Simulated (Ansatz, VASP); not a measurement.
# One calculation of Li2W, two programs

```xyz
3
Lattice="2.9908 0.0000 0.0000 -1.4954 2.5901 0.0000 0.0000 0.0000 6.2224" Properties=species:S:1:pos:R:3 pbc="T T T"
Li    1.4954    0.8634    5.0336
Li    1.4954    0.8634    1.1887
W     0.0000    1.7267    3.1112
```

Alike in both runs: task relaxation of cell and atoms; functional PBE; k mesh 6 × 6 × 4; occupations gaussian, width 0.1 eV; no spin polarisation.

|  | VASP | Ansatz |
| --- | --- | --- |
| version | VASP 6.6.1 | Ansatz 0.2.0 |
| potentials or method | VASP PAW PBE potentials, release 64 (Li_sv, W_sv), cutoff 600 eV | scalar-relativistic, plane waves, PAW |
| valence electrons in the cell | 20 | 20 |

```tsv
	VASP	Ansatz	Ansatz less VASP
gap on the k mesh at the Fermi level, each at its own relaxed structure (eV)	none	none	-
relaxed volume (Å³/atom)	16.33	16.41	+0.079
relaxed cell length with the largest relative difference (Å)	7.620	7.659	+0.0394
```

A gap of «none» marks a metal or a gap that the smearing closes.

The k mesh is coarse, so the values compare programs but aren't converged. Spin-orbit coupling is off throughout. Noted on VASP's run: the cutoff is short for stress, so the pressure is rough.
